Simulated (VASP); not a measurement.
# Rh (P-1) in VASP: single point with LDA

Aim: the single point of Rh with LDA.

Program: VASP 6.6.1. These are calculated values, not measurements. Logs are shortened: lines on timing, memory, paths and dates and some standing lists are left out, and cuts for length are marked.

### Step 1. The cell of the first run

The typed cell holds 2 atoms: a = 2.655 Å, b = 2.655 Å, c = 4.598 Å, α = 73.22°, β = 73.22°, γ = 60.00°.

### Step 2. Single point, LDA (atoms displaced along a vibrational mode)

The input, INCAR:

```
SYSTEM = Rh
PREC = Accurate
ENCUT = 520
EDIFF = 1E-7
ISMEAR = 0
SIGMA = 0.15
LREAL = .FALSE.
LASPH = .TRUE.
NELM = 100
ALGO = Fast
ISIF = 2
LWAVE = .FALSE.
LCHARG = .FALSE.
NBANDS = 22
KPAR = 4
```

The input, KPOINTS:

```
regular mesh
0
G
  21 21 20
  0 0 0
```

The input, POSCAR:

```
Rh
1.0
    0.0000000000     -1.8770352621     -1.8770352621
   -1.8770352621      0.0000000000     -1.8770352621
    1.8770352621      1.8770352621     -3.7540705242
Rh
2
Direct
    0.4562693577      0.5563697366      0.5000007314
    0.0437306423     -0.0563697366     -0.0000007314
```

Potentials or basis: VASP PAW LDA potentials, release 64 (Rh_pv).

On the command line:

```bash
$ cat potpaw_LDA.64/Rh_pv/POTCAR > POTCAR
$ mpirun -np 4 vasp_std > vasp.out
```

OUTCAR:

```text
SYSTEM = Rh
   PREC = Accurate
   ENCUT = 520
   EDIFF = 1E-7
   ISMEAR = 0
   LREAL = .FALSE.
   LASPH = .TRUE.
   NELM = 100
   ISIF = 2

 ion  position               nearest neighbor table
   1  0.456  0.556  0.500-   2 2.52   2 2.55   2 2.63   2 2.70   2 2.78   2 2.81
   2  0.044  0.944  1.000-   1 2.52   1 2.55   1 2.63   1 2.70   1 2.78   1 2.81

  LATTYP: Found a trigonal (rhomboedric) cell.
 ALAT       =     4.5977786214
 COS(alpha) =     0.8333333333

  Lattice vectors:

 A1 = (   1.8770352621,   3.7540705242,  -1.8770352621)
 A2 = (   3.7540705242,   1.8770352621,  -1.8770352621)
 A3 = (   1.8770352621,   1.8770352621,  -3.7540705242)

Analysis of symmetry for initial positions (statically):
=====================================================================
 Subroutine PRICEL returns:
 Original cell was already a primitive cell.

 Routine SETGRP: Setting up the symmetry group for a
 trigonal (rhombohedral) supercell.

 Subroutine GETGRP returns: Found  2 space group operations
 (whereof  1 operations were pure point group operations)
 out of a pool of 12 trial point group operations.

The static configuration has the point symmetry C_1 .
 The point group associated with its full space group is S_2 .

Analysis of symmetry for dynamics (positions and initial velocities):
=====================================================================
 Subroutine PRICEL returns:
 Original cell was already a primitive cell.

 Routine SETGRP: Setting up the symmetry group for a
 trigonal (rhombohedral) supercell.

 Subroutine GETGRP returns: Found  2 space group operations
 (whereof  1 operations were pure point group operations)
 out of a pool of 12 trial point group operations.

The dynamic configuration has the point symmetry C_1 .
 The point group associated with its full space group is S_2 .

 Subroutine INISYM returns: Found  2 space group operations
 (whereof  1 operations are pure point group operations),
 and found     1 'primitive' translations

----------------------------------------------------------------------------------------

                                     Primitive cell

  volume of cell :      26.4531

  direct lattice vectors                    reciprocal lattice vectors
     0.000000000 -1.877035262 -1.877035262     0.133188761 -0.399566282 -0.133188761
    -1.877035262  0.000000000 -1.877035262    -0.399566282  0.133188761 -0.133188761
     1.877035262  1.877035262 -3.754070524     0.133188761  0.133188761 -0.133188761

  length of vectors
     2.654528725  2.654528725  4.597778621     0.441737145  0.441737145  0.230689700

  position of ions in fractional coordinates (direct lattice)
     0.456269358  0.556369737  0.500000731
     0.043730642  0.943630263  0.999999269

  ion indices of the primitive-cell ions
   primitive index   ion index
                 1           1
                 2           2

----------------------------------------------------------------------------------------

 KPOINTS: regular mesh

Automatic generation of k-mesh.
 Grid dimensions read from file:
 generate k-points for:   21   21   20

 Generating k-lattice:

  Cartesian coordinates                     Fractional coordinates (reciprocal lattice)
     0.006342322 -0.019026966 -0.006342322     0.047619048  0.000000000  0.000000000
    -0.019026966  0.006342322 -0.006342322     0.000000000  0.047619048  0.000000000
     0.006659438  0.006659438 -0.006659438     0.000000000  0.000000000  0.050000000

  Length of vectors
     0.021035102  0.021035102  0.011534485

  Shift w.r.t. Gamma in fractional coordinates (k-lattice)
     0.000000000  0.000000000  0.000000000

 -----------------------------------------------------------------------------
|                                                                             |
|           W    W    AA    RRRRR   N    N  II  N    N   GGGG   !!!           |
|           W    W   A  A   R    R  NN   N  II  NN   N  G    G  !!!           |
|           W    W  A    A  R    R  N N  N  II  N N  N  G       !!!           |
|           W WW W  AAAAAA  RRRRR   N  N N  II  N  N N  G  GGG   !            |
|           WW  WW  A    A  R   R   N   NN  II  N   NN  G    G                |
|           W    W  A    A  R    R  N    N  II  N    N   GGGG   !!!           |
|                                                                             |
|     Your reciprocal lattice and k-lattice belong to different lattice       |
|     classes:                                                                |
|                                                                             |
|        The reciprocal lattice is rhombohedral (trigonal),                   |
|        whereas your k-lattice is base-centered monoclinic.                  |
|                                                                             |
|     Results are often still useful ...                                      |
|                                                                             |
 -----------------------------------------------------------------------------

 WARNING: IBZKPT: internal override: KBLOWUP is changed to .FALSE.
      ... skipping the blow-up phase ...

 Subroutine IBZKPT returns following result:
 ===========================================

 Found   4411 irreducible k-points:

 Following reciprocal coordinates:
            Coordinates               Weight
  0.000000  0.000000  0.000000      1.000000
  0.047619  0.000000  0.000000      2.000000
  0.095238  0.000000  0.000000      2.000000
  0.142857  0.000000  0.000000      2.000000
  0.190476  0.000000  0.000000      2.000000
  0.238095  0.000000  0.000000      2.000000
[... 16 lines left out ...]
 -0.476190  0.047619 -0.000000      2.000000
 -0.428571  0.047619 -0.000000      2.000000
 [... further k-points ...]
   k-points           NKPTS =   4411   k-points in BZ     NKDIM =   4411   number of bands    NBANDS=     22
   number of dos      NEDOS =    301   number of ions     NIONS =      2
   total plane-waves  NPLWV =  14400
   dimension x,y,z NGX =    20 NGY =   20 NGZ =   36
   dimension x,y,z NGXF=    40 NGYF=   40 NGZF=   72
   ions per type =               2
   NGX,Y,Z   is equivalent  to a cutoff of  12.53, 12.53, 13.02 a.u.
   NGXF,Y,Z  is equivalent  to a cutoff of  25.05, 25.05, 26.03 a.u.
 SYSTEM =  Rh
   PREC   = accura    normal or accurate (medium, high low for compatibility)
   ISTART =      0    job   : 0-new  1-cont  2-samecut
   ICHARG =      2    charge: 1-file 2-atom 10-const
   ISPIN  =      1    spin polarized calculation?
   LNONCOLLINEAR =      F non collinear calculations
   LSORBIT =      F    spin-orbit coupling
   LASPH  =      T    aspherical Exc in radial PAW
   ENCUT  =  520.0 eV  38.22 Ry    6.18 a.u.   4.94  4.94  8.55*2*pi/ulx,y,z
   NELM   =    100;   NELMIN=  2; NELMDL= -5     # of ELM steps
   EDIFF  = 0.1E-06   stopping-criterion for ELM
   LREAL  =      F    real-space projection
   EDIFFG = 0.1E-05   stopping-criterion for IOM
   NSW    =      0    number of steps for IOM
   IBRION =     -1    ionic relax: 0-MD 1-quasi-New 2-CG
   NFREE  =      0    steps in history (QN), initial steepest desc. (CG)
   ISIF   =      2    stress and relaxation
   ISYM   =      2    0-nonsym 1-usesym 2-fastsym
   POTIM  = 0.5000    time-step for ionic-motion
   TEBEG  =    0.0;   TEEND  =   0.0 temperature during run
   PSTRESS=    0.0 pullay stress
   NELECT =      30.0000    total number of electrons
   NUPDOWN=      -1.0000    fix difference up-down
   EMIN   =  10.00;   EMAX   =-10.00  energy-range for DOS
   EFERMI =   0.00;   METHOD = LEGACY
   ISMEAR =     0;   SIGMA  =   0.15  broadening in eV -4-tet -1-fermi 0-gaus
   EFERMI_NEDOS =   21; number of points for ismear=-14 and -15
   IALGO  =     68    algorithm
   IMIX   =      4    mixing-type and parameters
     AMIX     =   0.40;   BMIX     =  1.00
     AMIX_MAG =   1.60;   BMIX_MAG =  1.00
  volume/ion in A,a.u.               =      13.23        89.26
  Fermi-wavevector in a.u.,A,eV,Ry     =   1.707220  3.226178 39.655542  2.914600
  Thomas-Fermi vector in A             =   2.786112
   LORBIT       =      0    0 simple, 1 ext, 2 COOP (PROOUT), +10 PAW based schemes
   GGA     = CA    functional components
   LHFCALC =     F    Hartree Fock is set to
   AEXX    =    0.0000 exact exchange contribution
   IVDW    =     0    specifies the selected vdW correction
   LEPSILON=     F    determine dielectric tensor
   LRPA    =     F    only Hartree local field effects (RPA)
 non-spin polarized calculation
 RMM-DIIS sequential band-by-band and
 Gauss-broadening in eV      SIGMA  =   0.15
  energy-cutoff  :      520.00
  volume of cell :       26.45
 maximum number of plane-waves:       730
   NGX =  9   NGY =  9   NGZ = 17

 number of electron      30.0000002 magnetization

 Free energy of the ion-electron system (eV)
  ---------------------------------------------------
  ext. energy  EPLUGINS =         0.00000000
  ---------------------------------------------------
  free energy    TOTEN  =       -17.23626834 eV

  energy without entropy =      -17.20529512  energy(sigma->0) =      -17.22078173

 E-fermi :  12.4664     XC(G=0): -14.5942

 val. band max:       12.4663999905   @ k =   0.0000  -0.2857   0.3000
 cond. band min:      12.4664023729   @ k =  -0.3333  -0.2857   0.4000
 fundamental gap:      0.0000023824
 Fermi energy:        12.4664013858

 k-point     1 :       0.0000    0.0000    0.0000
  band No.  band energies     occupation
      1     -34.6952      2.00000
      2     -33.8978      2.00000
      3     -33.8675      2.00000
      4     -33.7881      2.00000
      5     -33.7751      2.00000
      6     -33.7684      2.00000
[... 14 lines left out ...]
     21      28.7295      0.00000
     22      33.3976      0.00000

 k-point     2 :       0.0476    0.0000    0.0000
  band No.  band energies     occupation
      1     -34.6889      2.00000
      2     -33.9078      2.00000
      3     -33.8754      2.00000
      4     -33.7990      2.00000
      5     -33.7780      2.00000
      6     -33.7761      2.00000
[... 14 lines left out ...]
     21      28.8610      0.00000
     22      33.3943      0.00000

 k-point     3 :       0.0952    0.0000    0.0000
  band No.  band energies     occupation
      1     -34.6705      2.00000
      2     -33.9433      2.00000
      3     -33.8915      2.00000
      4     -33.8405      2.00000
      5     -33.7929      2.00000
      6     -33.7824      2.00000
[... 14 lines left out ...]
     21      29.2361      0.00000
     22      32.7046      0.00000

 k-point     4 :       0.1429    0.0000    0.0000
  band No.  band energies     occupation
      1     -34.6408      2.00000
      2     -34.0047      2.00000
      3     -33.9140      2.00000
      4     -33.9062      2.00000
      5     -33.8121      2.00000
      6     -33.7926      2.00000
[... 14 lines left out ...]
     21      29.7938      0.00000
     22      31.6148      0.00000

 k-point     5 :       0.1905    0.0000    0.0000
  band No.  band energies     occupation
      1     -34.6016      2.00000
      2     -34.0843      2.00000
      3     -34.0000      2.00000
      4     -33.9300      2.00000
      5     -33.8358      2.00000
      6     -33.8077      2.00000
[... 14 lines left out ...]
     21      30.4069      0.00000
     22      30.5869      0.00000

 k-point     6 :       0.2381    0.0000    0.0000
  band No.  band energies     occupation
      1     -34.5551      2.00000
      2     -34.1736      2.00000
      3     -34.0990      2.00000
      4     -33.9522      2.00000
      5     -33.8625      2.00000
      6     -33.8275      2.00000
[... 14 lines left out ...]
     21      29.5909      0.00000
     22      30.8672      0.00000

 k-point     7 :       0.2857    0.0000    0.0000
  band No.  band energies     occupation
      1     -34.5049      2.00000
      2     -34.2644      2.00000
      3     -34.1983      2.00000
      4     -33.9740      2.00000
      5     -33.8901      2.00000
      6     -33.8517      2.00000
[... 324 lines left out ...]
      6     -33.8944      2.00000
[... 14 lines left out ...]
     21      27.1817      0.00000
     22      29.7744      0.00000

 k-point    21 :       0.4286    0.0476    0.0000
  band No.  band energies     occupation
      1     -34.4560      2.00000
      2     -34.4305      2.00000
      3     -34.3327      2.00000
      4     -34.0111      2.00000
      5     -33.9717      2.00000
      6     -33.9184      2.00000
[... 14 lines left out ...]
     21      26.0864      0.00000
     22      29.2730      0.00000

 k-point    22 :       0.4762    0.0476    0.0000
  band No.  band energies     occupation
      1     -34.4870      2.00000
      2     -34.4609      2.00000
      3     -34.3191      2.00000
      4     -34.0302      2.00000
      5     -33.9766      2.00000
      6     -33.9360      2.00000
[... 14 lines left out ...]
     21      26.7983      0.00000
     22      29.0008      0.00000

 k-point    23 :      -0.4762    0.0476   -0.0000
  band No.  band energies     occupation
      1     -34.4968      2.00000
      2     -34.4726      2.00000
      3     -34.3139      2.00000
      4     -34.0442      2.00000
      5     -33.9703      2.00000
      6     -33.9424      2.00000
[... 14 lines left out ...]
     21      27.0211      0.00000
     22      28.7256      0.00000

 k-point    24 :      -0.4286    0.0476   -0.0000
  band No.  band energies     occupation
      1     -34.4815      2.00000
      2     -34.4601      2.00000
      3     -34.3280      2.00000
      4     -34.0476      2.00000
      5     -33.9606      2.00000
      6     -33.9318      2.00000
[... 14 lines left out ...]
     21      26.4616      0.00000
     22      28.6725      0.00000

 [... further k-points ...]
[... 5 lines left out ...]
  --------------------------------------------------------------------------------------
  -------------------------------------------------------------------------------------
  Total        0.2025660      0.5337773      1.0498620     -0.1521949     -0.5820960     -0.2944658
  in kB       12.2687359     32.3290815     63.5865892     -9.2179301    -35.2555862    -17.8347941
  external PRESSURE =      36.0614689 kB  Pullay stress =       0.0000000 kB

 VOLUME and BASIS-vectors are now :
 -----------------------------------------------------------------------------
  energy-cutoff  :      520.00
  volume of cell :       26.45
      direct lattice vectors                 reciprocal lattice vectors
     0.000000000 -1.877035262 -1.877035262     0.133188761 -0.399566282 -0.133188761
    -1.877035262  0.000000000 -1.877035262    -0.399566282  0.133188761 -0.133188761
     1.877035262  1.877035262 -3.754070524     0.133188761  0.133188761 -0.133188761

 POSITION                                       TOTAL-FORCE (eV/Angst)
 -----------------------------------------------------------------------------------
     -0.10581      0.08209     -3.77780         0.750665     -0.647174      0.215580
      0.10581      1.79495     -5.60738        -0.750665      0.647174     -0.215580
 -----------------------------------------------------------------------------------
    total drift:                                0.000000      0.000000      0.000000

  FREE ENERGIE OF THE ION-ELECTRON SYSTEM (eV)
  ---------------------------------------------------
  free  energy   TOTEN  =       -17.2362683375 eV

  energy  without entropy=      -17.2052951161  energy(sigma->0) =      -17.22078173
```

Wall time 13 min (4 MPI ranks of Oxide Virtual Turin-like, shared host); peak memory 1.8 GiB.

What came out:

| Quantity | Value |
| --- | --- |
| Free energy | -17.2363 eV |
| Pressure | 3.6 GPa |
| Largest force | 1.014 eV/Å |
| Band gap on the k mesh | zero (bands 15 and 16 overlap by 2.28 eV) |

Forces on the atoms (eV/Å):
```
Rh   0.751 -0.647  0.216
Rh  -0.751  0.647 -0.216
```

Levels at points of the mesh, in eV from the Fermi level:
| k point | band 12 | band 13 | band 14 | band 15 | band 16 | band 17 | band 18 | band 19 |
| --- | --- | --- | --- | --- | --- | --- | --- | --- |
| (0.00, 0.00, 0.00) | -3.23 | -3.16 | -1.16 | -1.12 | 0.27 | 0.48 | 0.64 | 9.00 |
| (0.00, 0.00, 0.50) | -2.89 | -2.66 | -2.58 | -1.55 | -1.42 | -0.16 | -0.13 | 15.31 |

Caveat: the cell differs from its parent crystal (atoms displaced along a vibrational mode); the stress differs along the axes, from 1 to 6 GPa; forces of over 1 eV/Å act on the atoms, so gaps and moduli don't describe the material at rest.
